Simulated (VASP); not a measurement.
# SiO2 (P4_2/mnm) in VASP: notebook, part 2 of 2

VASP 6.6.1.

## (3) Single point, PBE (strain +0.000 along x and y, -0.080 along z)

File INCAR:

```
PREC     = Accurate       # precision mode
ENCUT    = 520            # plane-wave cutoff, eV
EDIFF    = 1E-6           # SCF threshold, eV
ISMEAR   = 0              # smearing method
SIGMA    = 0.05           # smearing width, eV
LREAL    = F              # projectors in reciprocal space
LASPH    = T              # aspherical terms in the spheres
NELM     = 80             # most SCF steps
ALGO     = Normal         # electronic algorithm
ISIF     = 2              # what is computed and relaxed
LWAVE    = F              # write WAVECAR
LCHARG   = T              # write CHGCAR
GGA      = PE             # functional
LELF     = T              # ELF
LVHAR    = T            
NBANDS   = 25             # bands
```

File KPOINTS:

```
Automatic mesh
0
Gamma
  6 6 8
```

File POSCAR:

```
SiO2
1.0
    4.2361165343      0.0000000000      0.0000000000
    0.0000000000      4.2361165343      0.0000000000
    0.0000000000      0.0000000000      2.4752398578
Si O
2 4
Direct
    0.5000000000      0.5000000000      0.5000000000
    0.0000000000      0.0000000000      0.0000000000
    0.6930152167      0.6930152167      0.0000000000
    0.1930152167      0.8069847833      0.5000000000
    0.3069847833      0.3069847833      0.0000000000
    0.8069847833      0.1930152167      0.5000000000
```

Potentials or basis: VASP PAW PBE potentials, release 64 (Si, O).

Launch:

```
cat potpaw_PBE.64/Si/POTCAR potpaw_PBE.64/O/POTCAR > POTCAR
mpirun -np 1 vasp_std > vasp.out
```

Run time: 20 s. Hardware: 1 thread of Intel Xeon 6975P-C (Granite Rapids), shared host; peak memory 0.17 GiB.

The run converged. Its results:

| Quantity | Value |
| --- | --- |
| Free energy | -45.4777 eV |
| Pressure | 36.7 GPa |
| Largest force | 0.339 eV/Å |
| Band gap on the k mesh | 6.73 eV, direct |

Forces on the atoms (eV/Å):
```
Si   0.000  0.000  0.000
Si   0.000  0.000  0.000
O    0.239  0.239  0.000
O    0.239 -0.239  0.000
O   -0.239 -0.239  0.000
O   -0.239  0.239  0.000
```

Stress tensor (GPa, compression positive):
```
17.46  0.00  0.00
 0.00 17.46  0.00
 0.00  0.00 75.18
```

Levels at points of the mesh, in eV from the valence-band top:
```csv
k point,band 13,band 14,band 15,band 16,band 17,band 18,band 19,band 20
"(0.00, 0.00, 0.00)",-1.99,-0.94,-0.94,0.00,6.73,8.49,10.22,10.22
"(0.50, 0.00, 0.00)",-2.22,-2.22,-1.20,-1.20,9.12,9.12,10.52,10.52
"(0.50, 0.50, 0.00)",-2.64,-2.64,-2.46,-2.46,8.85,8.85,11.42,11.42
"(0.00, 0.00, 0.50)",-2.88,-2.88,-2.77,-2.77,9.67,9.67,12.55,12.55
"(0.50, 0.00, 0.50)",-2.46,-2.46,-1.77,-1.77,9.22,9.22,9.72,9.72
"(0.50, 0.50, 0.50)",-1.98,-1.98,-1.56,-1.56,7.62,7.62,11.15,11.15
```

Caveat: the cell differs from its parent crystal (strain +0.000 along x and y, -0.080 along z).

## (4) Single point, PBE (strain -0.040 along x and y, +0.000 along z)

File INCAR:

```
ALGO = Normal ; EDIFF = 1E-6
ENCUT = 520 ; GGA = PE
ISIF = 2 ; ISMEAR = 0
LASPH = True ; LCHARG = False
LREAL = False ; LWAVE = False
NBANDS = 25 ; NELM = 80
PREC = Accurate ; SIGMA = 0.05
```

File KPOINTS:

```
k-points
0
Gamma
  6 6 8
```

POSCAR, as its differences from that of step 3:

```diff
@@ -2,5 +2,5 @@
 1.0
-    4.2361165343      0.0000000000      0.0000000000
-    0.0000000000      4.2361165343      0.0000000000
-    0.0000000000      0.0000000000      2.4752398578
+    4.0666718729      0.0000000000      0.0000000000
+    0.0000000000      4.0666718729      0.0000000000
+    0.0000000000      0.0000000000      2.6904781063
 Si O
```

Launch:

```
cat potpaw_PBE.64/Si/POTCAR potpaw_PBE.64/O/POTCAR > POTCAR
mpirun -np 1 vasp_std > vasp.out
```

Wall time 26 s (1 thread of Intel Xeon 6975P-C (Granite Rapids), shared host); peak memory 0.16 GiB.

It converged, with:

| Property | Result |
| --- | --- |
| Free energy | -45.9631 eV |
| Pressure | 27.1 GPa |
| Largest force | 0.787 eV/Å |
| Band gap on the k mesh | 6.31 eV, direct |

Forces on the atoms (eV/Å):
```
Si   0.000  0.000  0.000
Si   0.000  0.000  0.000
O    0.556  0.556  0.000
O    0.556 -0.556  0.000
O   -0.556 -0.556  0.000
O   -0.556  0.556  0.000
```

Stress tensor (GPa, compression positive):
```
31.58  0.00  0.00
 0.00 31.58  0.00
 0.00  0.00 18.24
```

Levels at points of the mesh, in eV from the valence-band top:
```
           k point  band 12  band 13  band 14  band 15  band 16  band 17  band 18  band 19  band 20  band 21
(0.00, 0.00, 0.00)    -3.45    -2.74    -0.84    -0.84     0.00     6.31     6.32     8.41     8.41    11.48
(0.50, 0.00, 0.00)    -4.02    -2.93    -2.93    -1.08    -1.08     7.96     7.96     9.03     9.03    11.82
(0.50, 0.50, 0.00)    -3.61    -2.81    -2.81    -2.29    -2.29     7.60     7.60    10.12    10.12    14.14
(0.00, 0.00, 0.50)    -4.64    -3.38    -3.38    -2.82    -2.82     9.84     9.84    13.00    13.00    13.59
(0.50, 0.00, 0.50)    -4.14    -2.29    -2.29    -1.84    -1.84     9.43     9.43    10.73    10.73    12.51
(0.50, 0.50, 0.50)    -4.47    -1.76    -1.76    -1.61    -1.61     7.98     7.98    11.45    11.45    12.13
```

Caveat: the cell differs from its parent crystal (strain -0.040 along x and y, +0.000 along z). A k mesh can miss the band edges.

## (5) Single point, PBE (strain +0.000 along x and y, -0.040 along z)

File INCAR:

```
SYSTEM = SiO2
PREC = Accurate ; ENCUT = 520
EDIFF = 1E-7 ; ISMEAR = 0
SIGMA = 0.05 ; LREAL = .FALSE.
LASPH = .TRUE. ; NELM = 80
ALGO = Normal ; ISIF = 2
LWAVE = .FALSE. ; LCHARG = .TRUE.
GGA = PE ; LELF = .TRUE.
LVHAR = .TRUE. ; NBANDS = 25
```

File KPOINTS:

```
regular mesh
0
G
  6 6 8
  0 0 0
```

POSCAR, as its differences from that of step 4:

```diff
@@ -2,5 +2,5 @@
 1.0
-    4.0666718729      0.0000000000      0.0000000000
-    0.0000000000      4.0666718729      0.0000000000
-    0.0000000000      0.0000000000      2.6904781063
+    4.2361165343      0.0000000000      0.0000000000
+    0.0000000000      4.2361165343      0.0000000000
+    0.0000000000      0.0000000000      2.5828589820
 Si O
```

Launch:

```
cat potpaw_PBE.64/Si/POTCAR potpaw_PBE.64/O/POTCAR > POTCAR
mpirun -np 1 vasp_std > vasp.out
```

It took 20 s on 1 thread of Intel Xeon 6975P-C (Granite Rapids), shared host; peak memory 0.17 GiB.

It converged, with:

| Quantity | Value |
| --- | --- |
| Free energy | -46.1212 eV |
| Pressure | 16.1 GPa |
| Largest force | 0.094 eV/Å |
| Band gap on the k mesh | 5.89 eV, direct |

Forces on the atoms (eV/Å):
```
Si   0.000  0.000  0.000
Si   0.000  0.000  0.000
O    0.067  0.067  0.000
O    0.067 -0.067  0.000
O   -0.067 -0.067  0.000
O   -0.067  0.067  0.000
```

Stress tensor (GPa, compression positive):
```
 7.77  0.00  0.00
 0.00  7.77  0.00
 0.00  0.00 32.74
```

Levels at points of the mesh, in eV from the valence-band top:
| k point | band 12 | band 13 | band 14 | band 15 | band 16 | band 17 | band 18 | band 19 | band 20 | band 21 |
| --- | --- | --- | --- | --- | --- | --- | --- | --- | --- | --- |
| (0.00, 0.00, 0.00) | -2.87 | -2.31 | -0.90 | -0.90 | 0.00 | 5.89 | 7.48 | 9.22 | 9.22 | 11.18 |
| (0.50, 0.00, 0.00) | -3.88 | -2.48 | -2.48 | -1.12 | -1.12 | 8.21 | 8.21 | 9.77 | 9.77 | 10.75 |
| (0.50, 0.50, 0.00) | -2.98 | -2.50 | -2.50 | -2.41 | -2.41 | 7.90 | 7.90 | 10.64 | 10.64 | 12.66 |
| (0.00, 0.00, 0.50) | -4.63 | -2.90 | -2.90 | -2.69 | -2.69 | 9.13 | 9.13 | 12.34 | 12.34 | 12.73 |
| (0.50, 0.00, 0.50) | -3.95 | -2.35 | -2.35 | -1.74 | -1.74 | 8.82 | 8.82 | 9.56 | 9.56 | 12.26 |
| (0.50, 0.50, 0.50) | -4.53 | -1.87 | -1.87 | -1.54 | -1.54 | 7.20 | 7.20 | 10.89 | 10.89 | 11.65 |

Caveat: the cell differs from its parent crystal (strain +0.000 along x and y, -0.040 along z).

## (6) Single point, PBE (strain -0.040 along x and y, +0.040 along z)

File INCAR:

```
SYSTEM = SiO2
PREC = Accurate
ENCUT = 520
EDIFF = 1E-7
ISMEAR = 0
SIGMA = 0.05
LREAL = .False.
LASPH = .True.
NELM = 60
ALGO = Normal
ISIF = 2
LWAVE = .False.
LCHARG = .False.
GGA = PE
NBANDS = 25
```

File KPOINTS:

```
regular mesh
0
Gamma
  6 6 8
  0 0 0
```

POSCAR, as its differences from that of step 5:

```diff
@@ -2,5 +2,5 @@
 1.0
-    4.2361165343      0.0000000000      0.0000000000
-    0.0000000000      4.2361165343      0.0000000000
-    0.0000000000      0.0000000000      2.5828589820
+    4.0666718729      0.0000000000      0.0000000000
+    0.0000000000      4.0666718729      0.0000000000
+    0.0000000000      0.0000000000      2.7980972306
 Si O
```

Potentials or basis: VASP PAW PBE potentials, release 64 (Si, O).

Launch:

```
cat potpaw_PBE.64/Si/POTCAR potpaw_PBE.64/O/POTCAR > POTCAR
mpirun -np 1 vasp_std > vasp.out
```

Wall time 24 s (1 thread of Intel Xeon 6975P-C (Granite Rapids), shared host); peak memory 0.17 GiB.

It converged, with:

```
Free energy            : -46.0053 eV
Pressure               : 11.1 GPa
Largest force          : 0.718 eV/Å
Band gap on the k mesh : 5.41 eV, direct
```

Forces on the atoms (eV/Å):
```
Si   0.000  0.000  0.000
Si   0.000  0.000  0.000
O    0.508  0.508  0.000
O    0.508 -0.508  0.000
O   -0.508 -0.508  0.000
O   -0.508  0.508  0.000
```

Stress tensor (GPa, compression positive):
```
21.65  0.00  0.00
 0.00 21.65  0.00
 0.00  0.00 -9.99
```

Levels at points of the mesh, in eV from the valence-band top:
| k point | band 12 | band 13 | band 14 | band 15 | band 16 | band 17 | band 18 | band 19 | band 20 | band 21 |
| --- | --- | --- | --- | --- | --- | --- | --- | --- | --- | --- |
| (0.00, 0.00, 0.00) | -3.43 | -2.77 | -0.76 | -0.76 | 0.00 | 5.41 | 5.69 | 7.58 | 7.58 | 10.72 |
| (0.50, 0.00, 0.00) | -3.79 | -2.90 | -2.90 | -0.99 | -0.99 | 7.19 | 7.19 | 8.27 | 8.27 | 11.99 |
| (0.50, 0.50, 0.00) | -3.61 | -2.82 | -2.82 | -1.99 | -1.99 | 6.84 | 6.84 | 9.40 | 9.40 | 14.07 |
| (0.00, 0.00, 0.50) | -4.38 | -3.25 | -3.25 | -2.60 | -2.60 | 9.37 | 9.37 | 12.45 | 12.45 | 13.28 |
| (0.50, 0.00, 0.50) | -3.91 | -2.07 | -2.07 | -1.67 | -1.67 | 9.11 | 9.11 | 10.65 | 10.65 | 12.38 |
| (0.50, 0.50, 0.50) | -4.19 | -1.54 | -1.54 | -1.45 | -1.45 | 7.59 | 7.59 | 11.34 | 11.34 | 12.00 |

Caveat: the cell differs from its parent crystal (strain -0.040 along x and y, +0.040 along z). A k mesh can miss the band edges.

## (7) Summary

| cell | gap on the mesh (eV) | pressure (GPa) | largest force (eV/Å) |
| --- | --- | --- | --- |
| a = 3.897, b = 3.897, c = 2.906 Å, 6 atoms | 5.11 | 29.3 | 1.06 |
| a = 4.236, b = 4.236, c = 2.475 Å, 6 atoms | 6.73 | 36.7 | 0.34 |
| a = 4.067, b = 4.067, c = 2.690 Å, 6 atoms | 6.31 | 27.1 | 0.79 |
| a = 4.236, b = 4.236, c = 2.583 Å, 6 atoms | 5.89 | 16.1 | 0.09 |
| a = 4.067, b = 4.067, c = 2.798 Å, 6 atoms | 5.41 | 11.1 | 0.72 |

Alike in all rows: task single point; level PBE; potentials or basis VASP PAW PBE potentials, release 64 (Si, O); no spin polarisation; k mesh 6 × 6 × 8; cutoff (eV) 520; smearing gaussian 0.05 eV.

Caveats: forces of over 1 eV/Å act on the atoms, so gaps and moduli don't describe the material at rest (some runs).

Total energies depend on the potentials used, so only differences within one code and one set of settings carry meaning.
